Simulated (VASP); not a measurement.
# TiSi2 (Fddd) in VASP: further runs, part 2 of 2

VASP 6.6.1. The steps go on from the part before.

### Step 3. Single point, PBE (strain -0.080 along x and y, +0.080 along z)

INCAR reads:

```
PREC = Accurate
ENCUT = 520
EDIFF = 1E-7
ISMEAR = 0
SIGMA = 0.15
LREAL = F
LASPH = T
NELM = 60
ALGO = Normal
ISIF = 2
LWAVE = F
LCHARG = F
GGA = PE
NBANDS = 29
```

KPOINTS reads:

```
Automatic mesh
0
Gamma
  14 14 14
```

POSCAR reads:

```
TiSi2
1.0
    0.0000000000      3.8043666362      4.6219654156
    2.2115593966      0.0000000000      4.6219654156
    2.2115593966      3.8043666362      0.0000000000
Ti Si
2 4
Direct
    0.7500000000      0.7500000000      0.7500000000
    0.5000000000      0.5000000000      0.5000000000
    0.0868244591      0.4131755409      0.0868244591
    0.4131755409      0.0868244591      0.4131755409
    0.1631755409      0.8368244591      0.1631755409
    0.8368244591      0.1631755409      0.8368244591
```

Potentials or basis: VASP PAW PBE potentials, release 64 (Ti_sv, Si).

Command:

```console
> cat potpaw_PBE.64/Ti_sv/POTCAR potpaw_PBE.64/Si/POTCAR > POTCAR
> mpirun -np 1 vasp_std > vasp.out
```

OUTCAR:

```text
PREC = Accurate
   ENCUT = 520
   EDIFF = 1E-7
   ISMEAR = 0
   LREAL = F
   LASPH = T
   NELM = 60
   ISIF = 2
   GGA = PE

 ion  position               nearest neighbor table
   1  0.750  0.750  0.750-   4 2.54   4 2.54   3 2.54   3 2.54   3 2.56   4 2.56   5 2.65   6 2.65
                             6 2.65   5 2.65
   2  0.500  0.500  0.500-   5 2.54   5 2.54   6 2.54   6 2.54   5 2.56   6 2.56   4 2.65   3 2.65
                             3 2.65   4 2.65
   3  0.087  0.413  0.087-   4 2.48   1 2.54   1 2.54   1 2.56   4 2.58   4 2.58   5 2.63   5 2.63
                             2 2.65   2 2.65
   4  0.413  0.087  0.413-   3 2.48   1 2.54   1 2.54   1 2.56   3 2.58   3 2.58   6 2.63   6 2.63
                             2 2.65   2 2.65
   5  0.163  0.837  0.163-   6 2.48   2 2.54   2 2.54   2 2.56   6 2.58   6 2.58   3 2.63   3 2.63
                             1 2.65   1 2.65
   6  0.837  0.163  0.837-   5 2.48   2 2.54   2 2.54   2 2.56   5 2.58   5 2.58   4 2.63   4 2.63
                             1 2.65   1 2.65

  LATTYP: Found a face centered orthorhombic cell.
 ALAT       =     4.4231187932
 B/A-ratio  =     1.7202190645
 C/A-ratio  =     2.0899124042

  Lattice vectors:

 A1 = (   0.0000000000,   3.8043666362,   4.6219654156)
 A2 = (   2.2115593966,   0.0000000000,   4.6219654156)
 A3 = (   2.2115593966,   3.8043666362,   0.0000000000)

Analysis of symmetry for initial positions (statically):
=====================================================================
 Subroutine PRICEL returns:
 Original cell was already a primitive cell.

 Routine SETGRP: Setting up the symmetry group for a
 face centered orthorhombic supercell.

 Subroutine GETGRP returns: Found  8 space group operations
 (whereof  4 operations were pure point group operations)
 out of a pool of  8 trial point group operations.

The static configuration has the point symmetry D_2 .
 The point group associated with its full space group is D_2h.

Analysis of symmetry for dynamics (positions and initial velocities):
=====================================================================
 Subroutine PRICEL returns:
 Original cell was already a primitive cell.

 Routine SETGRP: Setting up the symmetry group for a
 face centered orthorhombic supercell.

 Subroutine GETGRP returns: Found  8 space group operations
 (whereof  4 operations were pure point group operations)
 out of a pool of  8 trial point group operations.

The dynamic configuration has the point symmetry D_2 .
 The point group associated with its full space group is D_2h.

 Subroutine INISYM returns: Found  8 space group operations
 (whereof  4 operations are pure point group operations),
 and found     1 'primitive' translations

----------------------------------------------------------------------------------------

                                     Primitive cell

  volume of cell :      77.7746

  direct lattice vectors                    reciprocal lattice vectors
     0.000000000  3.804366636  4.621965416    -0.226084816  0.131427922  0.108179087
     2.211559397  0.000000000  4.621965416     0.226084816 -0.131427922  0.108179087
     2.211559397  3.804366636  0.000000000     0.226084816  0.131427922 -0.108179087

  length of vectors
     5.986298506  5.123822720  4.400477300     0.283002399  0.283002399  0.283002399

  position of ions in fractional coordinates (direct lattice)
     0.750000000  0.750000000  0.750000000
     0.500000000  0.500000000  0.500000000
[... 41 lines left out ...]
            Coordinates               Weight
  0.000000  0.000000  0.000000      1.000000
  0.071429 -0.000000 -0.000000      8.000000
  0.142857 -0.000000 -0.000000      8.000000
  0.214286 -0.000000 -0.000000      8.000000
  0.285714 -0.000000  0.000000      8.000000
  0.357143 -0.000000 -0.000000      8.000000
[... 16 lines left out ...]
  0.214286  0.142857 -0.000000      8.000000
  0.285714  0.142857  0.000000      8.000000
 [... further k-points ...]
   k-points           NKPTS =    428   k-points in BZ     NKDIM =    428   number of bands    NBANDS=     29
   number of dos      NEDOS =    301   number of ions     NIONS =      6
   total plane-waves  NPLWV =  69120
   dimension x,y,z NGX =    48 NGY =   40 NGZ =   36
   dimension x,y,z NGXF=    96 NGYF=   80 NGZF=   72
   ions per type =               2   4
   NGX,Y,Z   is equivalent  to a cutoff of  13.33, 12.98, 13.60 a.u.
   NGXF,Y,Z  is equivalent  to a cutoff of  26.66, 25.96, 27.20 a.u.
 SYSTEM =  unknown system
   PREC   = accura    normal or accurate (medium, high low for compatibility)
   ISTART =      0    job   : 0-new  1-cont  2-samecut
   ICHARG =      2    charge: 1-file 2-atom 10-const
   ISPIN  =      1    spin polarized calculation?
   LNONCOLLINEAR =      F non collinear calculations
   LSORBIT =      F    spin-orbit coupling
   LASPH  =      T    aspherical Exc in radial PAW
   ENCUT  =  520.0 eV  38.22 Ry    6.18 a.u.  11.13  9.53  8.18*2*pi/ulx,y,z
   NELM   =     60;   NELMIN=  2; NELMDL= -5     # of ELM steps
   EDIFF  = 0.1E-06   stopping-criterion for ELM
   LREAL  =      F    real-space projection
   EDIFFG = 0.1E-05   stopping-criterion for IOM
   NSW    =      0    number of steps for IOM
   IBRION =     -1    ionic relax: 0-MD 1-quasi-New 2-CG
   NFREE  =      0    steps in history (QN), initial steepest desc. (CG)
   ISIF   =      2    stress and relaxation
   ISYM   =      2    0-nonsym 1-usesym 2-fastsym
   POTIM  = 0.5000    time-step for ionic-motion
   TEBEG  =    0.0;   TEEND  =   0.0 temperature during run
   PSTRESS=    0.0 pullay stress
   NELECT =      40.0000    total number of electrons
   NUPDOWN=      -1.0000    fix difference up-down
   EMIN   =  10.00;   EMAX   =-10.00  energy-range for DOS
   EFERMI =   0.00;   METHOD = LEGACY
   ISMEAR =     0;   SIGMA  =   0.15  broadening in eV -4-tet -1-fermi 0-gaus
   EFERMI_NEDOS =   21; number of points for ismear=-14 and -15
   IALGO  =     38    algorithm
   IMIX   =      4    mixing-type and parameters
     AMIX     =   0.40;   BMIX     =  1.00
     AMIX_MAG =   1.60;   BMIX_MAG =  1.00
  volume/ion in A,a.u.               =      12.96        87.47
  Fermi-wavevector in a.u.,A,eV,Ry     =   1.311643  2.478646 23.407559  1.720407
  Thomas-Fermi vector in A             =   2.442090
   LORBIT       =      0    0 simple, 1 ext, 2 COOP (PROOUT), +10 PAW based schemes
   GGA     = PE    functional components
   LHFCALC =     F    Hartree Fock is set to
   AEXX    =    0.0000 exact exchange contribution
   IVDW    =     0    specifies the selected vdW correction
   LEPSILON=     F    determine dielectric tensor
   LRPA    =     F    only Hartree local field effects (RPA)
 non-spin polarized calculation
 Gauss-broadening in eV      SIGMA  =   0.15
  energy-cutoff  :      520.00
  volume of cell :       77.77
 maximum number of plane-waves:      2119
 NGX is ok and might be reduce to    48
   NGX = 23   NGY = 19   NGZ = 17

 number of electron      40.0000004 magnetization

 Free energy of the ion-electron system (eV)
  ---------------------------------------------------
  ext. energy  EPLUGINS =         0.00000000
  ---------------------------------------------------
  free energy    TOTEN  =       -39.11356816 eV

  energy without entropy =      -39.07568250  energy(sigma->0) =      -39.09462533

 E-fermi :  11.0383     XC(G=0): -12.0751

 val. band max:       11.0367288928   @ k =   0.5000   0.2143  -0.0000
 cond. band min:      11.0382774115   @ k =  -0.1429   0.4286   0.4286
 fundamental gap:      0.0015485187
 Fermi energy:        11.0382763542

 k-point     1 :       0.0000    0.0000    0.0000
  band No.  band energies     occupation
      1     -44.8772      2.00000
      2     -44.8464      2.00000
      3     -21.3764      2.00000
      4     -21.2544      2.00000
      5     -21.2098      2.00000
      6     -21.1616      2.00000
[... 757 lines left out ...]
     28      15.5988      0.00000
     29      15.9106      0.00000

 [... further k-points ...]
[... 5 lines left out ...]
  --------------------------------------------------------------------------------------
  -------------------------------------------------------------------------------------
  Total       15.5413771     16.8958154     -6.6287821      0.0000000      0.0000000      0.0000000
  in kB      320.1565723    348.0583679   -136.5547039      0.0000000      0.0000000      0.0000000
  external PRESSURE =     177.2200788 kB  Pullay stress =       0.0000000 kB

 VOLUME and BASIS-vectors are now :
 -----------------------------------------------------------------------------
  energy-cutoff  :      520.00
  volume of cell :       77.77
      direct lattice vectors                 reciprocal lattice vectors
     0.000000000  3.804366636  4.621965416    -0.226084816  0.131427922  0.108179087
     2.211559397  0.000000000  4.621965416     0.226084816 -0.131427922  0.108179087
     2.211559397  3.804366636  0.000000000     0.226084816  0.131427922 -0.108179087

 POSITION                                       TOTAL-FORCE (eV/Angst)
 -----------------------------------------------------------------------------------
      3.31734      5.70655      6.93295         0.000000     -0.000000      0.000000
      2.21156      3.80437      4.62197        -0.000000     -0.000000     -0.000000
      1.10578      0.66062      2.31098         0.000000      0.192638      0.000000
      1.10578      3.14374      2.31098         0.000000     -0.192638      0.000000
      2.21156      1.24156      4.62197        -0.000000     -0.192638     -0.000000
      2.21156      6.36717      4.62197        -0.000000      0.192638     -0.000000
 -----------------------------------------------------------------------------------
    total drift:                               -0.000000     -0.000000     -0.000000

  FREE ENERGIE OF THE ION-ELECTRON SYSTEM (eV)
  ---------------------------------------------------
  free  energy   TOTEN  =       -39.1135681604 eV

  energy  without entropy=      -39.0756825006  energy(sigma->0) =      -39.09462533
```

OSZICAR:

```text
N       E                     dE             d eps       ncg     rms          rms(c)
DAV:   1     0.396699655522E+03    0.39670E+03   -0.18812E+04 24824   0.149E+03
DAV:   2     0.394879486214E+01   -0.39275E+03   -0.38203E+03 24979   0.437E+02
DAV:   3    -0.389623644691E+02   -0.42911E+02   -0.41957E+02 41482   0.121E+02
DAV:   4    -0.423217243072E+02   -0.33594E+01   -0.33392E+01 34617   0.302E+01
DAV:   5    -0.425052006668E+02   -0.18348E+00   -0.18342E+00 37629   0.630E+00    0.203E+01
DAV:   6    -0.396059738470E+02    0.28992E+01   -0.29457E+01 34647   0.403E+01    0.735E+00
DAV:   7    -0.391723028899E+02    0.43367E+00   -0.58261E+00 33314   0.185E+01    0.602E+00
DAV:   8    -0.391299946502E+02    0.42308E-01   -0.75406E-01 37323   0.717E+00    0.154E+00
DAV:   9    -0.391123684672E+02    0.17626E-01   -0.17352E-01 33272   0.340E+00    0.575E-01
DAV:  10    -0.391143282250E+02   -0.19598E-02   -0.71652E-03 34054   0.633E-01    0.347E-01
DAV:  11    -0.391136805359E+02    0.64769E-03   -0.79550E-03 35464   0.702E-01    0.133E-01
DAV:  12    -0.391135686365E+02    0.11190E-03   -0.95921E-04 33338   0.241E-01    0.263E-02
DAV:  13    -0.391135688082E+02   -0.17173E-06   -0.23018E-05 34616   0.343E-02    0.142E-02
DAV:  14    -0.391135680868E+02    0.72144E-06   -0.18587E-06 31378   0.109E-02    0.524E-03
DAV:  15    -0.391135682146E+02   -0.12781E-06   -0.26981E-07 27156   0.398E-03    0.108E-03
DAV:  16    -0.391135681604E+02    0.54172E-07   -0.38634E-08 18580   0.139E-03
   1 F= -.39113568E+02 E0= -.39094625E+02  d E =-.378857E-01
```

stdout:

```text
POSCAR found type information on POSCAR TiSi
 POSCAR found :  2 types and       6 ions
 scaLAPACK will be used
 LDA part: xc-table for (Slater+PW92), standard interpolation
 POSCAR, INCAR and KPOINTS ok, starting setup
 FFT: planning ... GRIDC
 FFT: planning ... GRID_SOFT
 FFT: planning ... GRID
 WAVECAR not read
 entering main loop
```

Wall time 12 min (1 thread of Intel Xeon 6975P-C (Granite Rapids), shared host); peak memory 0.84 GiB.

Results:

* Free energy: -39.1136 eV
* Pressure: 17.7 GPa
* Largest force: 0.193 eV/Å
* Band gap on the k mesh: zero (bands 20 and 21 overlap by 1.51 eV)

Forces on the atoms (eV/Å):
```
Ti   0.000  0.000  0.000
Ti   0.000  0.000  0.000
Si   0.000  0.193  0.000
Si   0.000 -0.193  0.000
Si   0.000 -0.193  0.000
Si   0.000  0.193  0.000
```

Stress tensor (GPa, compression positive):
```
 32.02   0.00   0.00
  0.00  34.81   0.00
  0.00   0.00 -13.66
```

Caveat: the cell differs from its parent crystal (strain -0.080 along x and y, +0.080 along z); the stress differs along the axes, from -14 to 35 GPa.
